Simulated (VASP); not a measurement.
# SnO2 (P4_2/mnm) in VASP: single point with r2SCAN

Aim: the single point of SnO2 with r2SCAN.

Everything below comes from runs of VASP 6.6.1. Logs are shortened: lines on timing, memory, paths and dates and some standing lists are left out, and cuts for length are marked.

### Step 1. The cell of the first run

Symmetry: P4_2/mnm, No. 136, tetragonal system. Conventional cell: a = 4.792 Å, b = 4.792 Å, c = 3.224 Å, α = 90.00°, β = 90.00°, γ = 90.00°. Within 2.7 Å of O (site symmetry m2m) lie 3 Sn at 2.07 to 2.08 Å and 1 O at 2.63 Å. Within 2.7 Å of Sn (site symmetry mmm) lie 6 O at 2.07 to 2.08 Å.

### Step 2. Single point, r2SCAN

Contents of POSCAR:

```
SnO2
1.0
    4.7918052200      0.0000000000      0.0000000000
    0.0000000000      4.7918052200      0.0000000000
    0.0000000000      0.0000000000      3.2240884300
O Sn
4 2
Direct
    0.3057000000      0.3057000000      0.0000000000
    0.1943000000      0.8057000000      0.5000000000
    0.6943000000      0.6943000000      0.0000000000
    0.8057000000      0.1943000000      0.5000000000
    0.0000000000      0.0000000000      0.0000000000
    0.5000000000      0.5000000000      0.5000000000
```

Contents of INCAR.step1:

```
SYSTEM = SnO2
ALGO = Normal ; EDIFF = 1E-4
ENCUT = 520 ; GGA = PE
ISMEAR = -1 ; LASPH = .TRUE.
LCHARG = .FALSE. ; LREAL = .FALSE.
LWAVE = .TRUE. ; NBANDS = 35
NELM = 100 ; PREC = Accurate
SIGMA = 0.0108
```

Contents of INCAR.step2:

```
SYSTEM = SnO2
ALGO = Normal ; EDIFF = 1E-6
ENCUT = 520 ; ISIF = 2
ISMEAR = -1 ; ISTART = 1
LASPH = .TRUE. ; LCHARG = .FALSE.
LMIXTAU = .TRUE. ; LREAL = .FALSE.
LWAVE = .FALSE. ; METAGGA = R2SCAN
NBANDS = 35 ; NELM = 100
PREC = Accurate ; SIGMA = 0.0108
```

Contents of KPOINTS:

```
k-points
0
G
  6 6 8
  0 0 0
```

Potentials or basis: VASP PAW PBE potentials, release 64 (O, Sn_d).

Started as:

```console
> cat potpaw_PBE.64/O/POTCAR potpaw_PBE.64/Sn_d/POTCAR > POTCAR
> cp INCAR.step1 INCAR
> mpirun -np 1 vasp_std > vasp.out
> cp INCAR.step2 INCAR
> mpirun -np 1 vasp_std > vasp.out
```

OUTCAR:

```text
SYSTEM = SnO2
   EDIFF = 1E-6
   ENCUT = 520
   ISIF = 2
   ISMEAR = -1
   ISTART = 1
   LASPH = .TRUE.
   LREAL = .FALSE.
   METAGGA = R2SCAN
   NELM = 100
   PREC = Accurate

 ion  position               nearest neighbor table
   1  0.306  0.306  0.000-   5 2.07   6 2.08   6 2.08
   2  0.194  0.806  0.500-   6 2.07   5 2.08   5 2.08
   3  0.694  0.694  0.000-   5 2.07   6 2.08   6 2.08
   4  0.806  0.194  0.500-   6 2.07   5 2.08   5 2.08
   5  0.000  0.000  0.000-   1 2.07   3 2.07   2 2.08   4 2.08   2 2.08   4 2.08   6 3.75   6 3.75
                             6 3.75   6 3.75   6 3.75   6 3.75   6 3.75   6 3.75
   6  0.500  0.500  0.500-   2 2.07   4 2.07   3 2.08   1 2.08   1 2.08   3 2.08   5 3.75   5 3.75
                             5 3.75   5 3.75   5 3.75   5 3.75   5 3.75   5 3.75

  LATTYP: Found a simple tetragonal cell.
 ALAT       =     4.7918052200
 C/A-ratio  =     0.6728337823

  Lattice vectors:

 A1 = (   4.7918052200,   0.0000000000,   0.0000000000)
 A2 = (   0.0000000000,   4.7918052200,   0.0000000000)
 A3 = (   0.0000000000,   0.0000000000,   3.2240884300)

Analysis of symmetry for initial positions (statically):
=====================================================================
 Subroutine PRICEL returns:
 Original cell was already a primitive cell.

 Routine SETGRP: Setting up the symmetry group for a
 simple tetragonal supercell.

 Subroutine GETGRP returns: Found 16 space group operations
 (whereof  8 operations were pure point group operations)
 out of a pool of 16 trial point group operations.

The static configuration has the point symmetry D_2h.
 The point group associated with its full space group is D_4h.

Analysis of symmetry for dynamics (positions and initial velocities):
=====================================================================
 Subroutine PRICEL returns:
 Original cell was already a primitive cell.

 Routine SETGRP: Setting up the symmetry group for a
 simple tetragonal supercell.

 Subroutine GETGRP returns: Found 16 space group operations
 (whereof  8 operations were pure point group operations)
 out of a pool of 16 trial point group operations.

The dynamic configuration has the point symmetry D_2h.
 The point group associated with its full space group is D_4h.

 Subroutine INISYM returns: Found 16 space group operations
 (whereof  8 operations are pure point group operations),
 and found     1 'primitive' translations

----------------------------------------------------------------------------------------

                                     Primitive cell

  volume of cell :      74.0296

  direct lattice vectors                    reciprocal lattice vectors
     4.791805220  0.000000000  0.000000000     0.208689618  0.000000000  0.000000000
     0.000000000  4.791805220  0.000000000     0.000000000  0.208689618  0.000000000
     0.000000000  0.000000000  3.224088430     0.000000000  0.000000000  0.310165190

  length of vectors
     4.791805220  4.791805220  3.224088430     0.208689618  0.208689618  0.310165190

  position of ions in fractional coordinates (direct lattice)
     0.305700000  0.305700000  0.000000000
     0.194300000  0.805700000  0.500000000
     0.694300000  0.694300000  0.000000000
     0.805700000  0.194300000  0.500000000
     0.000000000  0.000000000  0.000000000
     0.500000000  0.500000000  0.500000000

  ion indices of the primitive-cell ions
   primitive index   ion index
                 1           1
                 2           2
                 3           3
                 4           4
                 5           5
                 6           6

----------------------------------------------------------------------------------------

 KPOINTS: k-points

Automatic generation of k-mesh.
 Grid dimensions read from file:
 generate k-points for:    6    6    8

 Generating k-lattice:

  Cartesian coordinates                     Fractional coordinates (reciprocal lattice)
     0.034781603  0.000000000  0.000000000     0.166666667  0.000000000  0.000000000
     0.000000000  0.034781603  0.000000000     0.000000000  0.166666667  0.000000000
     0.000000000  0.000000000  0.038770649     0.000000000  0.000000000  0.125000000

  Length of vectors
     0.034781603  0.034781603  0.038770649

  Shift w.r.t. Gamma in fractional coordinates (k-lattice)
     0.000000000  0.000000000  0.000000000

 Subroutine IBZKPT returns following result:
 ===========================================

 Found     50 irreducible k-points:

 Following reciprocal coordinates:
            Coordinates               Weight
  0.000000  0.000000  0.000000      1.000000
  0.166667  0.000000  0.000000      4.000000
  0.333333  0.000000  0.000000      4.000000
  0.500000  0.000000  0.000000      2.000000
  0.166667  0.166667  0.000000      4.000000
  0.333333  0.166667  0.000000      8.000000
[... 16 lines left out ...]
  0.333333  0.000000  0.250000      8.000000
  0.500000  0.000000  0.250000      4.000000
 [... further k-points ...]
   k-points           NKPTS =     50   k-points in BZ     NKDIM =     50   number of bands    NBANDS=     35
   number of dos      NEDOS =    301   number of ions     NIONS =      6
   total plane-waves  NPLWV =  31104
   dimension x,y,z NGX =    36 NGY =   36 NGZ =   24
   dimension x,y,z NGXF=    72 NGYF=   72 NGZF=   48
   ions per type =               4   2
   NGX,Y,Z   is equivalent  to a cutoff of  12.49, 12.49, 12.38 a.u.
   NGXF,Y,Z  is equivalent  to a cutoff of  24.98, 24.98, 24.75 a.u.
 SYSTEM =  SnO2
   PREC   = accura    normal or accurate (medium, high low for compatibility)
   ISTART =      1    job   : 0-new  1-cont  2-samecut
   ICHARG =      0    charge: 1-file 2-atom 10-const
   ISPIN  =      1    spin polarized calculation?
   LNONCOLLINEAR =      F non collinear calculations
   LSORBIT =      F    spin-orbit coupling
   LASPH  =      T    aspherical Exc in radial PAW
   ENCUT  =  520.0 eV  38.22 Ry    6.18 a.u.   8.91  8.91  5.99*2*pi/ulx,y,z
   NELM   =    100;   NELMIN=  2; NELMDL=  0     # of ELM steps
   EDIFF  = 0.1E-05   stopping-criterion for ELM
   LREAL  =      F    real-space projection
   EDIFFG = 0.1E-04   stopping-criterion for IOM
   NSW    =      0    number of steps for IOM
   IBRION =     -1    ionic relax: 0-MD 1-quasi-New 2-CG
   NFREE  =      0    steps in history (QN), initial steepest desc. (CG)
   ISIF   =      2    stress and relaxation
   ISYM   =      2    0-nonsym 1-usesym 2-fastsym
   POTIM  = 0.5000    time-step for ionic-motion
   TEBEG  =    0.0;   TEEND  =   0.0 temperature during run
   PSTRESS=    0.0 pullay stress
   NELECT =      52.0000    total number of electrons
   NUPDOWN=      -1.0000    fix difference up-down
   EMIN   =  10.00;   EMAX   =-10.00  energy-range for DOS
   EFERMI =   0.00;   METHOD = LEGACY
   ISMEAR =    -1;   SIGMA  =   0.01  broadening in eV -4-tet -1-fermi 0-gaus
   EFERMI_NEDOS =   21; number of points for ismear=-14 and -15
   IALGO  =     38    algorithm
   IMIX   =      4    mixing-type and parameters
     AMIX     =   0.40;   BMIX     =  1.00
     AMIX_MAG =   1.60;   BMIX_MAG =  1.00
  volume/ion in A,a.u.               =      12.34        83.26
  Fermi-wavevector in a.u.,A,eV,Ry     =   1.455261  2.750044 28.814204  2.117784
  Thomas-Fermi vector in A             =   2.572316
   LORBIT       =      0    0 simple, 1 ext, 2 COOP (PROOUT), +10 PAW based schemes
   METAGGA = R2SCAN    functional components
   LHFCALC =     F    Hartree Fock is set to
   AEXX    =    0.0000 exact exchange contribution
   IVDW    =     0    specifies the selected vdW correction
   LEPSILON=     F    determine dielectric tensor
   LRPA    =     F    only Hartree local field effects (RPA)
 non-spin polarized calculation
  energy-cutoff  :      520.00
  volume of cell :       74.03
 maximum number of plane-waves:      2032
 NGX is ok and might be reduce to    36
   NGX = 17   NGY = 17   NGZ = 11

 number of electron      52.0000010 magnetization

 Free energy of the ion-electron system (eV)
  ---------------------------------------------------
  ext. energy  EPLUGINS =         0.00000000
  ---------------------------------------------------
  free energy    TOTEN  =       -84.62138104 eV

  energy without entropy =      -84.62138104  energy(sigma->0) =      -84.62138104

 E-fermi :   5.5610     XC(G=0): -11.8528

 val. band max:        5.3228195612   @ k =   0.0000   0.0000   0.0000
 cond. band min:       6.8638575977   @ k =   0.0000   0.0000   0.0000
 fundamental gap:      1.5410380365
 Fermi energy:         5.5609613930

 k-point     1 :       0.0000    0.0000    0.0000
  band No.  band energies     occupation
      1     -16.3807      2.00000
      2     -15.5090      2.00000
      3     -15.2581      2.00000
      4     -15.2581      2.00000
      5     -15.2397      2.00000
      6     -15.1946      2.00000
[... 27 lines left out ...]
     34      18.1747      0.00000
     35      18.6021      0.00000

 k-point     2 :       0.1667    0.0000    0.0000
  band No.  band energies     occupation
      1     -16.3357      2.00000
      2     -15.5691      2.00000
      3     -15.2567      2.00000
      4     -15.2566      2.00000
      5     -15.2410      2.00000
      6     -15.2279      2.00000
[... 27 lines left out ...]
     34      18.1622      0.00000
     35      18.5657      0.00000

 k-point     3 :       0.3333    0.0000    0.0000
  band No.  band energies     occupation
      1     -16.2041      2.00000
      2     -15.7599      2.00000
      3     -15.2537      2.00000
      4     -15.2535      2.00000
      5     -15.2532      2.00000
      6     -15.2449      2.00000
[... 27 lines left out ...]
     34      18.2318      0.00000
     35      18.5106      0.00000
[... 723 lines left out ...]
 k-point    23 :       0.3333    0.0000    0.2500
  band No.  band energies     occupation
      1     -16.1029      2.00000
      2     -15.9497      2.00000
      3     -15.5878      2.00000
      4     -15.3338      2.00000
      5     -15.1457      2.00000
      6     -15.1431      2.00000
[... 27 lines left out ...]
     34      18.2362      0.00000
     35      18.4794      0.00000

 k-point    24 :       0.5000    0.0000    0.2500
  band No.  band energies     occupation
      1     -16.0487      2.00000
      2     -16.0487      2.00000
      3     -15.4475      2.00000
      4     -15.4475      2.00000
      5     -15.1407      2.00000
      6     -15.1407      2.00000
[... 27 lines left out ...]
     34      18.4322      0.00000
     35      18.6502      0.00000

 [... further k-points ...]

------------------------ aborting loop because EDIFF is reached ----------------------------------------

  FORCE on cell =-STRESS in cart. coord.  units (eV):
  Direction    XX          YY          ZZ          XY          YZ          ZX
  --------------------------------------------------------------------------------------
  -------------------------------------------------------------------------------------
  Total       -1.3897682     -1.3897682     -1.8050628     -0.0000000      0.0000000      0.0000000
  in kB      -30.0779134    -30.0779134    -39.0658824     -0.0000000      0.0000000      0.0000000
  external PRESSURE =     -33.0739030 kB  Pullay stress =       0.0000000 kB

 VOLUME and BASIS-vectors are now :
 -----------------------------------------------------------------------------
  energy-cutoff  :      520.00
  volume of cell :       74.03
      direct lattice vectors                 reciprocal lattice vectors
     4.791805220  0.000000000  0.000000000     0.208689618  0.000000000  0.000000000
     0.000000000  4.791805220  0.000000000     0.000000000  0.208689618  0.000000000
     0.000000000  0.000000000  3.224088430     0.000000000  0.000000000  0.310165190

 POSITION                                       TOTAL-FORCE (eV/Angst)
 -----------------------------------------------------------------------------------
      1.46485      1.46485      0.00000         0.054560      0.054560     -0.000000
      0.93105      3.86076      1.61204        -0.054560      0.054560      0.000000
      3.32695      3.32695      0.00000        -0.054560     -0.054560      0.000000
      3.86076      0.93105      1.61204         0.054560     -0.054560      0.000000
      0.00000      0.00000      0.00000        -0.000000      0.000000      0.000000
      2.39590      2.39590      1.61204        -0.000000      0.000000      0.000000
 -----------------------------------------------------------------------------------
    total drift:                                0.000000      0.000000      0.000000

  FREE ENERGIE OF THE ION-ELECTRON SYSTEM (eV)
  ---------------------------------------------------
  free  energy   TOTEN  =       -84.6213810358 eV

  energy  without entropy=      -84.6213810358  energy(sigma->0) =      -84.62138104
```

Run time: 3.7 min. Hardware: 1 thread of Intel Xeon Platinum 8375C at 2.90GHz (Ice Lake), shared host; peak memory 0.24 GiB.

What came out:

```
Free energy            : -84.6214 eV
Pressure               : -3.3 GPa
Largest force          : 0.077 eV/Å
Band gap on the k mesh : 1.54 eV
```

Forces in eV/Å, atoms in the order of the input:
```
O    0.055  0.055  0.000
O   -0.055  0.055  0.000
O   -0.055 -0.055  0.000
O    0.055 -0.055  0.000
Sn   0.000  0.000  0.000
Sn   0.000  0.000  0.000
```

Levels at points of the mesh, in eV from the valence-band top:
```csv
k point,band 23,band 24,band 25,band 26,band 27,band 28,band 29,band 30
"(0.00, 0.00, 0.00)",-1.23,-0.76,-0.76,0.00,1.54,6.61,6.92,6.92
"(0.50, 0.00, 0.00)",-1.18,-1.18,-0.61,-0.61,4.77,4.77,7.67,7.67
"(0.50, 0.50, 0.00)",-1.31,-1.31,-0.90,-0.90,5.20,5.20,8.05,8.05
"(0.00, 0.00, 0.50)",-1.62,-1.62,-1.24,-1.24,6.60,6.60,10.37,10.37
"(0.50, 0.00, 0.50)",-1.07,-1.07,-0.70,-0.70,6.87,6.87,8.67,8.67
"(0.50, 0.50, 0.50)",-0.93,-0.93,-0.83,-0.83,5.29,5.29,9.54,9.54
```

Caveat: the cell stands under tension; the PAW data sets were made with another functional, which shifts forces and pressure a little; spin-orbit coupling is left out, which moves the levels of the heavy elements.
